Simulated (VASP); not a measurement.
# Co (Fddd) in VASP: further runs, part 2 of 2

VASP 6.6.1.

### Step 3. Single point, BLYP (volume scaled by 0.88)

The input, INCAR:

```
SYSTEM = Co
PREC = Accurate
ENCUT = 520
EDIFF = 1E-7
ISMEAR = -1
SIGMA = 0.1
LREAL = .FALSE.
LASPH = .TRUE.
NELM = 60
ALGO = Normal
ISIF = 2
LWAVE = .FALSE.
LCHARG = .TRUE.
GGA = B5
ALDAX = 1.0
AGGAX = 1.0
AGGAC = 1.0
ALDAC = 0.0
LELF = .TRUE.
LVHAR = .TRUE.
NBANDS = 16
```

The input, KPOINTS:

```
regular mesh
0
G
  16 16 11
  0 0 0
```

The input, POSCAR:

```
Co
1.0
   -2.0941096222      2.0941262789      1.1917934326
    2.0941262789     -2.0941096222      1.1917934326
    2.0949904852      2.0949904852     -1.1917629258
Co
2
Direct
    0.0000023959      0.9999976041      1.0000000000
    0.7499976041      0.2500023959      0.5000000000
```

Potentials or basis: VASP PAW PBE potentials, release 64 (Co).

On the command line:

```bash
cat potpaw_PBE.64/Co/POTCAR > POTCAR
mpirun -np 1 vasp_std > vasp.out
```

OUTCAR:

```text
SYSTEM = Co
   PREC = Accurate
   ENCUT = 520
   EDIFF = 1E-7
   ISMEAR = -1
   LREAL = .FALSE.
   LASPH = .TRUE.
   NELM = 60
   ISIF = 2
   GGA = B5

 ion  position               nearest neighbor table
   1  0.000  1.000  0.000-   2 2.18   2 2.18   2 2.18   2 2.18   2 2.75   2 2.75   2 2.75   2 2.75

   2  0.750  0.250  0.500-   1 2.18   1 2.18   1 2.18   1 2.18   1 2.75   1 2.75   1 2.75   1 2.75

  LATTYP: Found a base centered monoclinic cell.
 ALAT       =     2.3835868653
 B/A-ratio  =     2.4849356656
 C/A-ratio  =     1.3397761762
 COS(beta)  =    -0.3731779428

  Lattice vectors:

 A1 = (  -2.0941096222,   2.0941262789,   1.1917934326)
 A2 = (   2.0941262789,  -2.0941096222,   1.1917934326)
 A3 = (   2.0949904852,   2.0949904852,  -1.1917629258)

Analysis of symmetry for initial positions (statically):
=====================================================================
 Subroutine PRICEL returns:
 Original cell was already a primitive cell.

 Routine SETGRP: Setting up the symmetry group for a
 base centered monoclinic supercell.

 Subroutine GETGRP returns: Found  4 space group operations
 (whereof  2 operations were pure point group operations)
 out of a pool of  4 trial point group operations.

The static configuration has the point symmetry C_2 .
 The point group associated with its full space group is C_2h.

Analysis of symmetry for dynamics (positions and initial velocities):
=====================================================================
 Subroutine PRICEL returns:
 Original cell was already a primitive cell.

 Routine SETGRP: Setting up the symmetry group for a
 base centered monoclinic supercell.

 Subroutine GETGRP returns: Found  4 space group operations
 (whereof  2 operations were pure point group operations)
 out of a pool of  4 trial point group operations.

The dynamic configuration has the point symmetry C_2 .
 The point group associated with its full space group is C_2h.
[... 109 lines left out ...]
   PSTRESS=    0.0 pullay stress
   NELECT =      18.0000    total number of electrons
   NUPDOWN=      -1.0000    fix difference up-down
   EMIN   =  10.00;   EMAX   =-10.00  energy-range for DOS
   EFERMI =   0.00;   METHOD = LEGACY
   ISMEAR =    -1;   SIGMA  =   0.10  broadening in eV -4-tet -1-fermi 0-gaus
   EFERMI_NEDOS =   21; number of points for ismear=-14 and -15
   IALGO  =     38    algorithm
   IMIX   =      4    mixing-type and parameters
     AMIX     =   0.40;   BMIX     =  1.00
     AMIX_MAG =   1.60;   BMIX_MAG =  1.00
  volume/ion in A,a.u.               =      10.46        70.57
  Fermi-wavevector in a.u.,A,eV,Ry     =   1.557221  2.942722 32.993292  2.424939
  Thomas-Fermi vector in A             =   2.660903
   LORBIT       =      0    0 simple, 1 ext, 2 COOP (PROOUT), +10 PAW based schemes
   GGA     = B5    functional components
   LHFCALC =     F    Hartree Fock is set to
   AEXX    =    0.0000 exact exchange contribution
   IVDW    =     0    specifies the selected vdW correction
   LEPSILON=     F    determine dielectric tensor
   LRPA    =     F    only Hartree local field effects (RPA)
 non-spin polarized calculation
  energy-cutoff  :      520.00
  volume of cell :       20.91
 maximum number of plane-waves:       576
   NGX = 11   NGY = 11   NGZ = 11

 number of electron      17.9999999 magnetization

 Free energy of the ion-electron system (eV)
  ---------------------------------------------------
  ext. energy  EPLUGINS =         0.00000000
  ---------------------------------------------------
  free energy    TOTEN  =       -10.72887719 eV

  energy without entropy =      -10.59430697  energy(sigma->0) =      -10.66159208

 E-fermi :  11.2920     XC(G=0): -12.9407

 val. band max:       11.2916370969   @ k =   0.5000   0.1250   0.0000
 cond. band min:      11.2922584200   @ k =  -0.3750   0.1875   0.2727
 fundamental gap:      0.0006213231
 Fermi energy:        11.2920114119

 k-point     1 :       0.0000    0.0000    0.0000
  band No.  band energies     occupation
      1       2.4489      2.00000
      2       6.2874      2.00000
      3       7.5316      2.00000
      4       8.2158      2.00000
      5       8.7389      2.00000
      6      10.5726      1.99850
[... 433 lines left out ...]
      3       7.5515      2.00000
      4       8.1916      2.00000
      5       8.7092      2.00000
      6      10.5644      1.99862
[... 8 lines left out ...]
     15      28.0738      0.00000
     16      34.7684      0.00000

 [... further k-points ...]
[... 5 lines left out ...]
  --------------------------------------------------------------------------------------
  -------------------------------------------------------------------------------------
  Total        4.0444999      4.0444999      3.6890676      0.0016116     -0.0000499     -0.0000499
  in kB      309.8343156    309.8343156    282.6059448      0.1234565     -0.0038204     -0.0038209
  external PRESSURE =     300.7581920 kB  Pullay stress =       0.0000000 kB

 VOLUME and BASIS-vectors are now :
 -----------------------------------------------------------------------------
  energy-cutoff  :      520.00
  volume of cell :       20.91
      direct lattice vectors                 reciprocal lattice vectors
    -2.094109622  2.094126279  1.191793433    -0.000053250  0.238710760  0.419534123
     2.094126279 -2.094109622  1.191793433     0.238710760 -0.000053250  0.419534123
     2.094990485  2.094990485 -1.191762926     0.238663620  0.238663620 -0.000003336

 POSITION                                       TOTAL-FORCE (eV/Angst)
 -----------------------------------------------------------------------------------
      2.09412     -2.09410      1.19179        -0.000274      0.000274     -0.000000
      0.00045      2.09455      0.59591         0.000274     -0.000274      0.000000
 -----------------------------------------------------------------------------------
    total drift:                               -0.000000     -0.000000      0.000000

  FREE ENERGIE OF THE ION-ELECTRON SYSTEM (eV)
  ---------------------------------------------------
  free  energy   TOTEN  =       -10.7288771872 eV

  energy  without entropy=      -10.5943069722  energy(sigma->0) =      -10.66159208
```

OSZICAR:

```text
N       E                     dE             d eps       ncg     rms          rms(c)
DAV:   1     0.834104521045E+02    0.83410E+02   -0.80571E+03 24912   0.150E+03
DAV:   2    -0.969940322508E+01   -0.93110E+02   -0.85356E+02 24272   0.243E+02
DAV:   3    -0.122132606572E+02   -0.25139E+01   -0.24537E+01 29280   0.553E+01
DAV:   4    -0.122607184490E+02   -0.47458E-01   -0.47438E-01 34904   0.577E+00
DAV:   5    -0.122610021257E+02   -0.28368E-03   -0.28366E-03 30224   0.474E-01    0.128E+01
DAV:   6    -0.109826999251E+02    0.12783E+01   -0.70134E+00 26536   0.536E+01    0.395E+00
DAV:   7    -0.107569785807E+02    0.22572E+00   -0.91252E-01 29296   0.187E+01    0.227E+00
DAV:   8    -0.107305405935E+02    0.26438E-01   -0.13127E-02 38776   0.174E+00    0.556E-01
DAV:   9    -0.107290012611E+02    0.15393E-02   -0.12044E-03 35544   0.385E-01    0.177E-01
DAV:  10    -0.107288954368E+02    0.10582E-03   -0.64063E-05 30808   0.110E-01    0.554E-02
DAV:  11    -0.107288765240E+02    0.18913E-04   -0.35263E-06 35112   0.197E-02    0.679E-03
DAV:  12    -0.107288774756E+02   -0.95163E-06   -0.17641E-07 22472   0.689E-03    0.133E-03
DAV:  13    -0.107288771958E+02    0.27979E-06   -0.44787E-08 14944   0.231E-03    0.152E-04
DAV:  14    -0.107288771872E+02    0.86079E-08   -0.47409E-09 13856   0.763E-04
   1 F= -.10728877E+02 E0= -.10661592E+02  d E =-.134570E+00
```

stdout:

```text
POSCAR found type information on POSCAR Co
 POSCAR found :  1 types and       2 ions
 scaLAPACK will be used
 -----------------------------------------------------------------------------
|                                                                             |
|                                                                             |
|     You enforced a specific xc type in the INCAR file but a different       |
|     I HOPE YOU KNOW WHAT YOU ARE DOING!                                     |
|                                                                             |
 -----------------------------------------------------------------------------

 LDA part: xc-table for (Slater(with rela. corr.)+VWN5), standard interpolation
 POSCAR, INCAR and KPOINTS ok, starting setup
 FFT: planning ... GRIDC
 FFT: planning ... GRID_SOFT
 FFT: planning ... GRID
 WAVECAR not read
 entering main loop
```

Run time: 1.8 min. Hardware: 1 thread of Intel Xeon Platinum 8559C (Emerald Rapids), shared host; peak memory 0.31 GiB.

What came out:

| Property | Result |
| --- | --- |
| Free energy | -10.7289 eV |
| Pressure | 30.1 GPa |
| Band gap on the k mesh | zero (band 9 reaches 12.08 eV, above the bottom of band 10 at 10.64 eV) |

Stress tensor (GPa, compression positive):
```
30.98  0.01  0.00
 0.01 30.98  0.00
 0.00  0.00 28.26
```

Caveat: the PAW data sets were made with another functional, which shifts forces and pressure a little; the run has no spin polarisation, though such a crystal can be magnetic. Spin polarisation is off, so any magnetic state and its effect on volume and gap are missing.

### Step 4. Single point, BLYP (volume scaled by 0.92)

The input, INCAR:

```
AGGAC    = 1.0          
AGGAX    = 1.0          
ALDAC    = 0.0          
ALDAX    = 1.0          
ALGO     = Normal         # electronic algorithm
EDIFF    = 1E-7           # SCF threshold, eV
ENCUT    = 520            # plane-wave cutoff, eV
GGA      = B5             # functional
ISIF     = 2              # what is computed and relaxed
ISMEAR   = -1             # smearing method
LASPH    = True           # aspherical terms in the spheres
LCHARG   = False          # write CHGCAR
LREAL    = False          # projectors in reciprocal space
LWAVE    = False          # write WAVECAR
NBANDS   = 16             # bands
NELM     = 100            # most SCF steps
PREC     = Accurate       # precision mode
SIGMA    = 0.1            # smearing width, eV
```

The input, KPOINTS:

```
k-points
0
Gamma
  16 16 11
```

The input, POSCAR:

```
Co
1.0
   -2.1253695983      2.1253865037      1.2095840171
    2.1253865037     -2.1253695983      1.2095840171
    2.1262636105      2.1262636105     -1.2095530549
Co
2
Direct
    0.0000023959      0.9999976041      1.0000000000
    0.7499976041      0.2500023959      0.5000000000
```

On the command line:

```bash
cat potpaw_PBE.64/Co/POTCAR > POTCAR
mpirun -np 1 vasp_std > vasp.out
```

Run time: 96 s. Hardware: 1 thread of Intel Xeon Platinum 8559C (Emerald Rapids), shared host; peak memory 0.32 GiB.

The run converged. Its results:

| Quantity | Value |
| --- | --- |
| Free energy | -10.8689 eV |
| Pressure | 17.5 GPa |
| Band gap on the k mesh | zero (band 9 reaches 11.33 eV, above the bottom of band 10 at 9.98 eV) |

Stress tensor (GPa, compression positive):
```
18.07  0.01  0.00
 0.01 18.07  0.00
 0.00  0.00 16.43
```

Levels at points of the mesh, in eV from the Fermi level:
```csv
k point,band 5,band 6,band 7,band 8,band 9,band 10,band 11,band 12,band 13,band 14
"(0.00, 0.00, 0.00)",-2.39,-0.67,-0.67,-0.61,-0.61,0.60,1.25,7.47,7.48,14.15
"(0.50, 0.00, 0.00)",-1.56,-1.32,-1.06,-0.37,0.30,0.39,1.91,5.29,8.69,9.15
"(0.50, 0.50, 0.00)",-2.25,-2.25,-0.85,-0.85,-0.01,0.00,0.37,0.37,14.16,14.16
```

Caveat: the PAW data sets were made with another functional, which shifts forces and pressure a little; the run has no spin polarisation, though such a crystal can be magnetic.

### Step 5. The runs side by side

| cell | k mesh | gap on the mesh (eV) | pressure (GPa) |
| --- | --- | --- | --- |
| a = 3.331, b = 3.331, c = 3.332 Å, angles 98.0, 98.0, 136.2°, 2 atoms | 15 × 15 × 10 | none | -0.3 |
| a = 3.192, b = 3.192, c = 3.193 Å, angles 98.0, 98.0, 136.2°, 2 atoms | 16 × 16 × 11 | none | 30.1 |
| a = 3.240, b = 3.240, c = 3.241 Å, angles 98.0, 98.0, 136.2°, 2 atoms | 16 × 16 × 11 | none | 17.5 |

Alike in all rows: task single point; level BLYP; potentials or basis VASP PAW PBE potentials, release 64 (Co); no spin polarisation; cutoff (eV) 520; smearing fermi-dirac 0.1 eV.

Caveats: the PAW data sets were made with another functional, which shifts forces and pressure a little; the run has no spin polarisation, though such a crystal can be magnetic.

Absolute energies hang on the potentials; compare differences alone.
